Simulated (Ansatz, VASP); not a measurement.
# Two plane-wave programs on C

The input POSCAR:

```
C
1.0
    3.5602834153      0.0000000000      0.0000000000
    0.0000000000     -3.5602834153      0.0000000000
    0.0000000000      0.0000000000     -3.5602834153
C
8
Direct
    0.4805403042      0.0194596958      0.0194596958
    0.0000000000      0.5000000000      0.0000000000
    0.0000000000      0.0000000000      0.5000000000
    0.5000000000      0.5000000000      0.5000000000
    0.7500000000      0.7500000000      0.7500000000
    0.2500000000      0.2500000000      0.7500000000
    0.2500000000      0.7500000000      0.2500000000
    0.7500000000      0.2500000000      0.2500000000
```

Contents of INCAR.step1:

```
ALGO     = Normal         # electronic algorithm
EDIFF    = 1E-5           # SCF threshold, eV
ENCUT    = 910            # plane-wave cutoff, eV
GGA      = PE             # functional
GGA_COMPAT= False        
ISMEAR   = 0              # smearing method
LASPH    = True           # aspherical terms in the spheres
LCHARG   = False          # write CHGCAR
LREAL    = False          # projectors in reciprocal space
LWAVE    = True           # write WAVECAR
NBANDS   = 26             # bands
NELM     = 120            # most SCF steps
PREC     = Accurate       # precision mode
SIGMA    = 0.05           # smearing width, eV
```

Contents of INCAR.step2:

```
ALGO     = Normal         # electronic algorithm
EDIFF    = 1E-6           # SCF threshold, eV
ENCUT    = 910            # plane-wave cutoff, eV
GGA_COMPAT= False        
ISIF     = 2              # what is computed and relaxed
ISMEAR   = 0              # smearing method
ISTART   = 1            
LASPH    = True           # aspherical terms in the spheres
LCHARG   = False          # write CHGCAR
LMIXTAU  = True         
LREAL    = False          # projectors in reciprocal space
LWAVE    = False          # write WAVECAR
METAGGA  = R2SCAN         # meta-GGA
NBANDS   = 26             # bands
NELM     = 120            # most SCF steps
PREC     = Accurate       # precision mode
SIGMA    = 0.05           # smearing width, eV
```

File KPOINTS:

```
k-points
0
Gamma
  6 6 6
```

Input for Ansatz:

```yaml
crystal:
  lattice:
    - [3.5602834153, 0.0, 0.0]
    - [0.0, -3.5602834153, 0.0]
    - [0.0, 0.0, -3.5602834153]
  atoms:
    - { symbol: C, position: [0.4805403042, 0.0194596958, 0.0194596958] }
    - { symbol: C, position: [0.0, 0.5, 0.0] }
    - { symbol: C, position: [0.0, 0.0, 0.5] }
    - { symbol: C, position: [0.5, 0.5, 0.5] }
    - { symbol: C, position: [0.75, 0.75, 0.75] }
    - { symbol: C, position: [0.25, 0.25, 0.75] }
    - { symbol: C, position: [0.25, 0.75, 0.25] }
    - { symbol: C, position: [0.75, 0.25, 0.25] }
basis:
  ecutwfc: 500
kpoints:
  mp_grid: { grid: [6, 6, 6] }
hamiltonian:
  xc: r2scan
scf:
  occupations: { method: gaussian, width: 0.05 }
output:
  forces: true
  stress: true
  eigenvalues: true
```

Alike in both runs: task single point; functional r2SCAN; k mesh 6 × 6 × 6; occupations gaussian, width 0.05 eV; no spin polarisation.

|  | VASP | Ansatz |
| --- | --- | --- |
| version | VASP 6.6.1 | Ansatz 0.2.0 |
| potentials or method | VASP PAW PBE potentials, release 64 (C_h), cutoff 910 eV | scalar-relativistic, plane waves, PAW |
| valence electrons in the cell | 32 | 32 |

|  | VASP | Ansatz | Ansatz less VASP |
| --- | --- | --- | --- |
| gap on the k mesh at the Fermi level (eV) | 3.59 | 3.59 | -0.002 |
| least direct gap on the mesh (eV) | 3.59 | 3.59 | -0.002 |
| rms of the force components (eV/Å) | 1.101 | 1.103 | +0.0017 |

VASP's potentials were made for PBE, not for r2SCAN. Atom by atom the forces differ by 0.002 eV/Å (rms over components).

Noted on VASP's run: the cutoff is short for stress, so the pressure is rough.
